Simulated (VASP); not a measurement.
Set up this calculation in VASP 6.6.1, as the native input.

| Item | Value |
| --- | --- |
| Task | single point |
| Functional | LDA |
| Potentials or basis | VASP PAW LDA potentials, release 64 (Cd, Te) |
| Cutoff | 520 eV |
| k mesh | 6 × 6 × 6 |
| Occupations | gaussian, width 0.05 eV |
| Spin | no spin polarisation |
| Dipole correction | no |
| Further INCAR settings | ALGO = Normal; EDIFF = 1e-06; NBANDS = 16 |

The structure of CdTe lies in POSCAR:

```
CdTe
1.0
    0.0000000000      3.0060927199      3.0060927199
    3.0060927199      0.0000000000      3.0060927199
    3.0060927199      3.0060927199      0.0000000000
Cd Te
1 1
Direct
    0.5000000000      0.5000000000      0.5000000000
    0.0000000000      0.0000000000      0.0000000000
```

This cell differs from its parent crystal: volume scaled by 1.04.

One way to write it, as run:

INCAR

```
SYSTEM = CdTe
  PREC = Accurate
  ENCUT = 520
  EDIFF = 1E-6
  ISMEAR = 0
  SIGMA = 0.05
  LREAL = .FALSE.
  LASPH = .TRUE.
  NELM = 100
  ALGO = Normal
  ISIF = 2
  LWAVE = .FALSE.
  LCHARG = .TRUE.
  LELF = .TRUE.
  LVHAR = .TRUE.
  NBANDS = 16
```

KPOINTS

```
regular mesh
0
G
  6 6 6
  0 0 0
```

Potentials or basis: VASP PAW LDA potentials, release 64 (Cd, Te).

Run with:

```bash
$ cat potpaw_LDA.64/Cd/POTCAR potpaw_LDA.64/Te/POTCAR > POTCAR
$ mpirun -np 1 vasp_std > vasp.out
```

It gave:

The pressure is -1.9 GPa. The band gap on the k mesh is zero (band 9 reaches 4.34 eV, above the bottom of band 10 at 2.79 eV).

Caveat: spin-orbit coupling is left out, which moves the levels of the heavy elements.

It took 5.7 s on 1 thread of AMD EPYC 9R45 (Zen 5), on a shared host, peak memory 0.12 GiB.
